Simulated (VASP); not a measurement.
InAs (zincblende type): single point with LDA

InAs (zincblende type):

```
In As
1.0
     0.00000    2.46898    2.46898
     2.46898    0.00000    2.46898
     2.46898    2.46898    0.00000
In As
1 1
Cartesian
  0.0000 0.0000 0.0000
  1.2345 1.2345 1.2345
```

This cell differs from its parent crystal: volume scaled by 0.55.

* Program: VASP 6.6.1
* Task: single point
* Functional: LDA
* Potentials or basis: VASP PAW LDA potentials, release 64 (In_d, As)
* Cutoff: 520 eV
* k mesh: 11 × 11 × 11
* Occupations: fermi-dirac, width 0.08 eV
* Spin: no spin polarisation
* Dipole correction: no
* Further INCAR settings: ALGO = Normal; EDIFF = 1e-07; NBANDS = 16

```
Pressure               : 142.9 GPa
Band gap on the k mesh : zero (band 9 reaches 13.54 eV, above the bottom of band 10 at 13.41 eV)
```

Levels at points of the mesh, in eV from the Fermi level:
```
           k point  band 5  band 6  band 7  band 8  band 9  band 10  band 11  band 12  band 13  band 14
(0.00, 0.00, 0.00)  -17.03  -17.03    0.11    0.11    0.11     2.09     3.50     3.50     3.50     9.49
```

Wall time 21 s on 1 thread of Intel(R) Xeon(R) Platinum 8559C (Emerald Rapids) (shared host), peak memory 0.15 GiB.

Caveat: spin-orbit coupling is left out, which moves the levels of the heavy elements.
